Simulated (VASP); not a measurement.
# CdS (Fm-3m) in VASP: notebook

CdS is run at these levels: PBE-based screened hybrid with 25 % exact exchange; tasks: single point.

All numbers are computed with VASP 6.6.1; they aren't measurements. Logs are shortened: lines on timing, memory, paths and dates and some standing lists are left out, and cuts for length are marked.

### Step 1. The cell of the first run

The structure is cubic, space group Fm-3m (No. 225). The conventional cell has a = 5.506 Å, b = 5.506 Å, c = 5.506 Å, α = 90.00°, β = 90.00°, γ = 90.00°. Cd (site symmetry m-3m) has 6 S at 2.75 Å within 3.6 Å. S (site symmetry m-3m) has 6 Cd at 2.75 Å within 3.6 Å.

### Step 2. Single point, PBE-based screened hybrid with 25 % exact exchange

POSCAR

```
CdS
1.0
    0.0000000000      2.7532440000      2.7532440000
    2.7532440000      0.0000000000      2.7532440000
    2.7532440000      2.7532440000      0.0000000000
Cd S
1 1
Direct
    0.0000000000      0.0000000000      0.0000000000
    0.5000000000      0.5000000000      0.5000000000
```

INCAR.step1

```
SYSTEM = CdS
  PREC = Accurate
  ENCUT = 520
  EDIFF = 1E-5
  ISMEAR = -1
  SIGMA = 0.05
  LREAL = .False.
  LASPH = .True.
  NELM = 80
  ALGO = Normal
  ISIF = 2
  LWAVE = .True.
  LCHARG = .False.
  GGA = PE
  NBANDS = 16
```

INCAR.step2

```
SYSTEM = CdS
  PREC = Accurate
  ENCUT = 520
  EDIFF = 1E-6
  ISMEAR = -1
  SIGMA = 0.05
  LREAL = .False.
  LASPH = .True.
  NELM = 80
  ALGO = Normal
  ISIF = 2
  LWAVE = .False.
  LCHARG = .False.
  GGA = PE
  LHFCALC = .True.
  AEXX = 0.25
  HFSCREEN = 0.1
  PRECFOCK = Normal
  ISTART = 1
  NBANDS = 16
```

KPOINTS

```
Automatic mesh
0
Gamma
  4 4 4
  0 0 0
```

Potentials or basis: VASP PAW PBE potentials, release 64 (Cd, S).

The run is started by

```console
$ cat potpaw_PBE.64/Cd/POTCAR potpaw_PBE.64/S/POTCAR > POTCAR
$ cp INCAR.step1 INCAR
$ mpirun -np 1 vasp_std > vasp.out
$ cp INCAR.step2 INCAR
$ mpirun -np 1 vasp_std > vasp.out
```

OUTCAR:

```text
SYSTEM = CdS
   PREC = Accurate
   ENCUT = 520
   EDIFF = 1E-6
   ISMEAR = -1
   LREAL = .False.
   LASPH = .True.
   NELM = 80
   ISIF = 2
   GGA = PE
   LHFCALC = .True.
   AEXX = 0.25
   HFSCREEN = 0.1
   PRECFOCK = Normal
   ISTART = 1

 ion  position               nearest neighbor table
   1  0.000  0.000  0.000-   2 2.75   2 2.75   2 2.75   2 2.75   2 2.75   2 2.75
   2  0.500  0.500  0.500-   1 2.75   1 2.75   1 2.75   1 2.75   1 2.75   1 2.75

  LATTYP: Found a face centered cubic cell.
 ALAT       =     5.5064880000

  Lattice vectors:

 A1 = (   0.0000000000,   2.7532440000,   2.7532440000)
 A2 = (   2.7532440000,   0.0000000000,   2.7532440000)
 A3 = (   2.7532440000,   2.7532440000,   0.0000000000)

Analysis of symmetry for initial positions (statically):
=====================================================================
 Subroutine PRICEL returns:
 Original cell was already a primitive cell.

 Routine SETGRP: Setting up the symmetry group for a
 face centered cubic supercell.

 Subroutine GETGRP returns: Found 48 space group operations
 (whereof 48 operations were pure point group operations)
 out of a pool of 48 trial point group operations.

The static configuration has the point symmetry O_h .

Analysis of symmetry for dynamics (positions and initial velocities):
=====================================================================
 Subroutine PRICEL returns:
 Original cell was already a primitive cell.

 Routine SETGRP: Setting up the symmetry group for a
 face centered cubic supercell.

 Subroutine GETGRP returns: Found 48 space group operations
 (whereof 48 operations were pure point group operations)
 out of a pool of 48 trial point group operations.

The dynamic configuration has the point symmetry O_h .

 Subroutine INISYM returns: Found 48 space group operations
 (whereof 48 operations are pure point group operations),
 and found     1 'primitive' translations

----------------------------------------------------------------------------------------

                                     Primitive cell

  volume of cell :      41.7411

  direct lattice vectors                    reciprocal lattice vectors
     0.000000000  2.753244000  2.753244000    -0.181603955  0.181603955  0.181603955
     2.753244000  0.000000000  2.753244000     0.181603955 -0.181603955  0.181603955
     2.753244000  2.753244000  0.000000000     0.181603955  0.181603955 -0.181603955

  length of vectors
     3.893675005  3.893675005  3.893675005     0.314547277  0.314547277  0.314547277

  position of ions in fractional coordinates (direct lattice)
     0.000000000  0.000000000  0.000000000
     0.500000000  0.500000000  0.500000000

  ion indices of the primitive-cell ions
   primitive index   ion index
                 1           1
                 2           2

----------------------------------------------------------------------------------------

 KPOINTS: Automatic mesh

Automatic generation of k-mesh.
 Grid dimensions read from file:
 generate k-points for:    4    4    4

 Generating k-lattice:

  Cartesian coordinates                     Fractional coordinates (reciprocal lattice)
    -0.045400989  0.045400989  0.045400989     0.250000000  0.000000000  0.000000000
     0.045400989 -0.045400989  0.045400989     0.000000000  0.250000000  0.000000000
     0.045400989  0.045400989 -0.045400989     0.000000000  0.000000000  0.250000000

  Length of vectors
     0.078636819  0.078636819  0.078636819

  Shift w.r.t. Gamma in fractional coordinates (k-lattice)
     0.000000000  0.000000000  0.000000000

 Subroutine IBZKPT returns following result:
 ===========================================

 Found      8 irreducible k-points:

 Following reciprocal coordinates:
            Coordinates               Weight
  0.000000  0.000000  0.000000      1.000000
  0.250000  0.000000  0.000000      8.000000
  0.500000  0.000000  0.000000      4.000000
  0.250000  0.250000  0.000000      6.000000
  0.500000  0.250000  0.000000     24.000000
 -0.250000  0.250000  0.000000     12.000000
  0.500000  0.500000  0.000000      3.000000
 -0.250000  0.500000  0.250000      6.000000
   k-points           NKPTS =      8   k-points in BZ     NKDIM =     64   number of bands    NBANDS=     16
   number of dos      NEDOS =    301   number of ions     NIONS =      2
   total plane-waves  NPLWV =  27000
   dimension x,y,z NGX =    30 NGY =   30 NGZ =   30
   dimension x,y,z NGXF=    60 NGYF=   60 NGZF=   60
   ions per type =               1   1
   NGX,Y,Z   is equivalent  to a cutoff of  12.81, 12.81, 12.81 a.u.
   NGXF,Y,Z  is equivalent  to a cutoff of  25.62, 25.62, 25.62 a.u.
 SYSTEM =  CdS
   PREC   = accura    normal or accurate (medium, high low for compatibility)
   ISTART =      1    job   : 0-new  1-cont  2-samecut
   ICHARG =      0    charge: 1-file 2-atom 10-const
   ISPIN  =      1    spin polarized calculation?
   LNONCOLLINEAR =      F non collinear calculations
   LSORBIT =      F    spin-orbit coupling
   LASPH  =      T    aspherical Exc in radial PAW
   ENCUT  =  520.0 eV  38.22 Ry    6.18 a.u.   7.24  7.24  7.24*2*pi/ulx,y,z
   NELM   =     80;   NELMIN=  2; NELMDL=  0     # of ELM steps
   EDIFF  = 0.1E-05   stopping-criterion for ELM
   LREAL  =      F    real-space projection
   EDIFFG = 0.1E-04   stopping-criterion for IOM
   NSW    =      0    number of steps for IOM
   IBRION =     -1    ionic relax: 0-MD 1-quasi-New 2-CG
   NFREE  =      0    steps in history (QN), initial steepest desc. (CG)
   ISIF   =      2    stress and relaxation
   ISYM   =      3    0-nonsym 1-usesym 2-fastsym
   POTIM  = 0.5000    time-step for ionic-motion
   TEBEG  =    0.0;   TEEND  =   0.0 temperature during run
   PSTRESS=    0.0 pullay stress
   NELECT =      18.0000    total number of electrons
   NUPDOWN=      -1.0000    fix difference up-down
   EMIN   =  10.00;   EMAX   =-10.00  energy-range for DOS
   EFERMI =   0.00;   METHOD = LEGACY
   ISMEAR =    -1;   SIGMA  =   0.05  broadening in eV -4-tet -1-fermi 0-gaus
   EFERMI_NEDOS =   21; number of points for ismear=-14 and -15
   IALGO  =     38    algorithm
   IMIX   =      1    mixing-type and parameters
     AMIX     =   0.40;   BMIX     =  1.00
     AMIX_MAG =   1.60;   BMIX_MAG =  1.00
  volume/ion in A,a.u.               =      20.87       140.84
  Fermi-wavevector in a.u.,A,eV,Ry     =   1.236833  2.337275 20.813583  1.529755
  Thomas-Fermi vector in A             =   2.371425
   LORBIT       =      0    0 simple, 1 ext, 2 COOP (PROOUT), +10 PAW based schemes
   GGA     = PE    functional components
   LHFCALC =     T    Hartree Fock is set to
   PRECFOCK=normal    Normal, Fast or Accurate (Low or Medium for compatibility)
   ENCUT4O =  -1.0   cutoff for four orbital integrals eV
   NKREDX  =     1    reduce k-point grid by
   NKREDY  =     1    reduce k-point grid by
   NKREDZ  =     1    reduce k-point grid by
   AEXX    =    0.2500 exact exchange contribution
   HFSCREEN=    0.1000 screening length (either q_TF or 0.3 A-1)
   HFSCREENC=   0.1000 screening length for correlation (either q_TF or 0.3 A-1)
   ENCUTFOCK=  -1.0 apply spherical cutoff to Coloumb kernel
   IVDW    =     0    specifies the selected vdW correction
   LEPSILON=     F    determine dielectric tensor
   LRPA    =     F    only Hartree local field effects (RPA)
 non-spin polarized calculation
  energy-cutoff  :      520.00
  volume of cell :       41.74
 maximum number of plane-waves:      1158
 NGX is ok and might be reduce to    30
  NGX = 24; NGY = 24; NGZ = 24

 number of electron      18.0000005 magnetization

 Free energy of the ion-electron system (eV)
  ---------------------------------------------------
  ext. energy  EPLUGINS =         0.00000000
  ---------------------------------------------------
  free energy    TOTEN  =        -7.60032366 eV

  energy without entropy =       -7.60032361  energy(sigma->0) =       -7.60032363

 E-fermi :   2.7264     XC(G=0):  -8.3214

 val. band max:        1.9198426917   @ k =   0.5000   0.0000   0.0000
 cond. band min:       3.4791547218   @ k =   0.5000   0.5000   0.0000
 fundamental gap:      1.5593120301
 Fermi energy:         2.7264030364

 k-point     1 :       0.0000    0.0000    0.0000
  band No.  band energies     occupation
      1     -12.0059      2.00000
      2      -6.9489      2.00000
      3      -6.9489      2.00000
      4      -6.9241      2.00000
      5      -6.9241      2.00000
      6      -6.9241      2.00000
      7       1.2222      2.00000
      8       1.2222      2.00000
      9       1.2222      2.00000
     10       4.1146      0.00000
     11      12.6273      0.00000
     12      12.6273      0.00000
     13      12.6273      0.00000
     14      14.6255      0.00000
     15      15.1291      0.00000
     16      15.1291      0.00000

 k-point     2 :       0.2500    0.0000    0.0000
  band No.  band energies     occupation
      1     -11.4833      2.00000
      2      -7.0901      2.00000
      3      -7.0901      2.00000
      4      -6.9795      2.00000
      5      -6.8332      2.00000
      6      -6.8332      2.00000
      7      -1.5697      2.00000
      8       1.5492      2.00000
      9       1.5492      2.00000
     10       6.5717      0.00000
     11      10.3125      0.00000
     12      10.9189      0.00000
     13      10.9189      0.00000
     14      14.3587      0.00000
     15      14.3721      0.00000
     16      14.3721      0.00000

 k-point     3 :       0.5000    0.0000    0.0000
  band No.  band energies     occupation
      1     -10.8077      2.00000
      2      -7.2274      2.00000
      3      -7.2274      2.00000
      4      -7.1164      2.00000
      5      -6.7372      2.00000
      6      -6.7372      2.00000
      7      -3.2633      2.00000
      8       1.9198      2.00000
      9       1.9198      2.00000
     10       6.7183      0.00000
     11       9.2982      0.00000
     12       9.2982      0.00000
     13      10.5303      0.00000
     14      15.6784      0.00000
     15      16.7356      0.00000
     16      16.7356      0.00000

 k-point     4 :       0.2500    0.2500    0.0000
  band No.  band energies     occupation
      1     -11.4273      2.00000
      2      -7.0386      2.00000
      3      -6.9951      2.00000
      4      -6.8991      2.00000
      5      -6.8187      2.00000
      6      -6.8186      2.00000
      7      -0.8317      2.00000
      8       0.5043      2.00000
      9       0.5043      2.00000
     10       6.3403      0.00000
     11      10.0070      0.00000
     12      10.2203      0.00000
     13      12.8042      0.00000
     14      12.8042      0.00000
     15      16.6315      0.00000
     16      18.4527      0.00000

 k-point     5 :       0.5000    0.2500    0.0000
  band No.  band energies     occupation
      1     -10.9672      2.00000
      2      -7.0433      2.00000
      3      -7.0142      2.00000
      4      -6.8692      2.00000
      5      -6.7143      2.00000
      6      -6.5761      2.00000
      7      -2.5190      2.00000
      8      -0.1647      2.00000
      9       0.6867      2.00000
     10       5.9290      0.00000
     11       9.5275      0.00000
     12      11.4516      0.00000
     13      11.7029      0.00000
     14      14.6389      0.00000
     15      17.3436      0.00000
     16      18.7117      0.00000

 k-point     6 :      -0.2500    0.2500    0.0000
  band No.  band energies     occupation
      1     -11.0100      2.00000
      2      -7.1729      2.00000
      3      -7.0772      2.00000
      4      -6.9375      2.00000
      5      -6.7884      2.00000
      6      -6.6605      2.00000
      7      -2.1710      2.00000
      8      -0.4958      2.00000
      9       1.7839      2.00000
     10       7.7836      0.00000
     11       8.8877      0.00000
     12      10.2406      0.00000
     13      10.6638      0.00000
     14      14.3583      0.00000
     15      17.3771      0.00000
     16      18.0212      0.00000

 k-point     7 :       0.5000    0.5000    0.0000
  band No.  band energies     occupation
      1     -11.0971      2.00000
      2      -7.0663      2.00000
      3      -6.8491      2.00000
      4      -6.6740      2.00000
      5      -6.6740      2.00000
      6      -5.9312      2.00000
      7      -2.5509      2.00000
      8      -0.2763      2.00000
      9      -0.2763      2.00000
     10       3.4792      0.00000
     11       9.2156      0.00000
     12      13.4675      0.00000
     13      14.9758      0.00000
     14      14.9758      0.00000
     15      18.2042      0.00000
     16      18.4775      0.00000

 k-point     8 :      -0.2500    0.5000    0.2500
  band No.  band energies     occupation
      1     -10.9311      2.00000
      2      -7.0718      2.00000
      3      -6.9127      2.00000
      4      -6.9127      2.00000
      5      -6.6739      2.00000
      6      -6.1322      2.00000
      7      -1.4543      2.00000
      8      -1.4543      2.00000
      9      -0.9210      2.00000
     10       6.6931      0.00000
     11      10.1774      0.00000
     12      11.0637      0.00000
     13      11.0637      0.00000
     14      16.6695      0.00000
     15      16.6695      0.00000
     16      18.4653      0.00000

------------------------ aborting loop because EDIFF is reached ----------------------------------------

  FORCE on cell =-STRESS in cart. coord.  units (eV):
  Direction    XX          YY          ZZ          XY          YZ          ZX
  --------------------------------------------------------------------------------------
  -------------------------------------------------------------------------------------
  Total       -0.4793674     -0.4793674     -0.4793674     -0.0000000     -0.0000000     -0.0000000
  in kB      -18.3998789    -18.3998789    -18.3998789     -0.0000000     -0.0000000     -0.0000000
  external PRESSURE =     -18.3998789 kB  Pullay stress =       0.0000000 kB

 VOLUME and BASIS-vectors are now :
 -----------------------------------------------------------------------------
  energy-cutoff  :      520.00
  volume of cell :       41.74
      direct lattice vectors                 reciprocal lattice vectors
     0.000000000  2.753244000  2.753244000    -0.181603955  0.181603955  0.181603955
     2.753244000  0.000000000  2.753244000     0.181603955 -0.181603955  0.181603955
     2.753244000  2.753244000  0.000000000     0.181603955  0.181603955 -0.181603955

 POSITION                                       TOTAL-FORCE (eV/Angst)
 -----------------------------------------------------------------------------------
      0.00000      0.00000      0.00000        -0.000000     -0.000000      0.000000
      2.75324      2.75324      2.75324         0.000000      0.000000     -0.000000
 -----------------------------------------------------------------------------------
    total drift:                               -0.000057     -0.000106     -0.000104

  FREE ENERGIE OF THE ION-ELECTRON SYSTEM (eV)
  ---------------------------------------------------
  free  energy   TOTEN  =        -7.6003236557 eV

  energy  without entropy=       -7.6003236103  energy(sigma->0) =       -7.60032363
```

Wall time 14 min (1 thread of Intel Xeon 8259CL, shared host); peak memory 0.27 GiB.

What came out:

| Item | Value |
| --- | --- |
| Free energy | -7.6003 eV |
| Pressure | -1.8 GPa |
| Band gap on the k mesh | 1.56 eV (least direct gap 2.89 eV) |

Caveat: the k points lie up to 0.49 Å⁻¹ apart; the PAW data sets were made with another functional, which shifts forces and pressure a little.

### Step 3. Single point, PBE-based screened hybrid with 25 % exact exchange

POSCAR is that of step 2.

INCAR.step1

```
ALGO     = Normal         # electronic algorithm
EDIFF    = 1E-5           # SCF threshold, eV
ENCUT    = 520            # plane-wave cutoff, eV
GGA      = PE             # functional
ISIF     = 2              # what is computed and relaxed
ISMEAR   = -1             # smearing method
LASPH    = T              # aspherical terms in the spheres
LREAL    = F              # projectors in reciprocal space
LWAVE    = T              # write WAVECAR
NBANDS   = 16             # bands
NELM     = 100            # most SCF steps
PREC     = Accurate       # precision mode
SIGMA    = 0.05           # smearing width, eV
```

INCAR.step2

```
AEXX     = 0.25           # exact-exchange fraction
ALGO     = Normal         # electronic algorithm
EDIFF    = 1E-6           # SCF threshold, eV
ENCUT    = 520            # plane-wave cutoff, eV
GGA      = PE             # functional
HFSCREEN = 0.15           # screening, 1/A
ISIF     = 2              # what is computed and relaxed
ISMEAR   = -1             # smearing method
ISTART   = 1            
LASPH    = T              # aspherical terms in the spheres
LCHARG   = T              # write CHGCAR
LELF     = T              # ELF
LHFCALC  = T              # exact exchange
LREAL    = F              # projectors in reciprocal space
LVHAR    = T            
LWAVE    = F              # write WAVECAR
NBANDS   = 16             # bands
NELM     = 100            # most SCF steps
PREC     = Accurate       # precision mode
PRECFOCK = Normal       
SIGMA    = 0.05           # smearing width, eV
```

KPOINTS

```
k-points
0
Gamma
  4 4 4
```

Potentials or basis: VASP PAW PBE potentials, release 64 (Cd, S).

The run is started by

```console
$ cat potpaw_PBE.64/Cd/POTCAR potpaw_PBE.64/S/POTCAR > POTCAR
$ cp INCAR.step1 INCAR
$ mpirun -np 1 vasp_std > vasp.out
$ cp INCAR.step2 INCAR
$ mpirun -np 1 vasp_std > vasp.out
```

Run time: 14 min. Hardware: 1 thread of Intel Xeon 8259CL, shared host; peak memory 0.27 GiB.

It converged, with:

```yaml
Free_energy: -7.4433 eV
Pressure: -1.7 GPa
Band_gap_on_the_k_mesh: 1.38 eV (least direct gap 2.71 eV)
```

Levels at points of the mesh, in eV from the valence-band top:
```
           k point  band 5  band 6  band 7  band 8  band 9  band 10  band 11  band 12  band 13  band 14
(0.00, 0.00, 0.00)   -8.84   -8.84   -0.70   -0.70   -0.70     2.02    10.52    10.52    10.52    12.53
(0.50, 0.00, 0.00)   -8.65   -8.65   -5.17    0.00    0.00     4.62     7.19     7.19     8.42    13.58
(0.50, 0.50, 0.00)   -8.59   -7.85   -4.46   -2.19   -2.19     1.38     7.12    11.36    12.87    12.87
```

Caveat: the k points lie up to 0.49 Å⁻¹ apart; the PAW data sets were made with another functional, which shifts forces and pressure a little. A k mesh can miss the band edges.

### Step 4. Single point, PBE-based screened hybrid with 25 % exact exchange

POSCAR is that of step 3.

INCAR.step1

```
ALGO = Normal
EDIFF = 1E-5
ENCUT = 520
GGA = PE
ISIF = 2
ISMEAR = -1
LASPH = True
LCHARG = False
LREAL = False
LWAVE = True
NBANDS = 16
NELM = 100
PREC = Accurate
SIGMA = 0.05
```

INCAR.step2

```
AEXX = 0.25
ALGO = Normal
EDIFF = 1E-7
ENCUT = 520
GGA = PE
HFSCREEN = 0.2
ISIF = 2
ISMEAR = -1
ISTART = 1
LASPH = True
LCHARG = False
LHFCALC = True
LREAL = False
LWAVE = False
NBANDS = 16
NELM = 100
PREC = Accurate
PRECFOCK = Normal
SIGMA = 0.05
```

KPOINTS is that of step 3.

The run is started by

```console
$ cat potpaw_PBE.64/Cd/POTCAR potpaw_PBE.64/S/POTCAR > POTCAR
$ cp INCAR.step1 INCAR
$ mpirun -np 1 vasp_std > vasp.out
$ cp INCAR.step2 INCAR
$ mpirun -np 1 vasp_std > vasp.out
```

Wall time 16 min (1 thread of Intel Xeon 8259CL, shared host); peak memory 0.27 GiB.

It converged, with:

| Item | Value |
| --- | --- |
| Free energy | -7.3080 eV |
| Pressure | -1.5 GPa |
| Band gap on the k mesh | 1.23 eV (least direct gap 2.57 eV) |

Levels at points of the mesh, in eV from the valence-band top:
```tsv
k point	band 6	band 7	band 8	band 9	band 10	band 11	band 12	band 13
(0.00, 0.00, 0.00)	-8.82	-0.69	-0.69	-0.69	1.88	10.37	10.37	10.37
(0.50, 0.00, 0.00)	-8.63	-5.15	0.00	0.00	4.48	7.04	7.04	8.24
(0.50, 0.50, 0.00)	-7.83	-4.44	-2.18	-2.18	1.23	6.97	11.20	12.70
```

Caveat: the k points lie up to 0.49 Å⁻¹ apart; the PAW data sets were made with another functional, which shifts forces and pressure a little.

(Continued in part 2 of 2.)
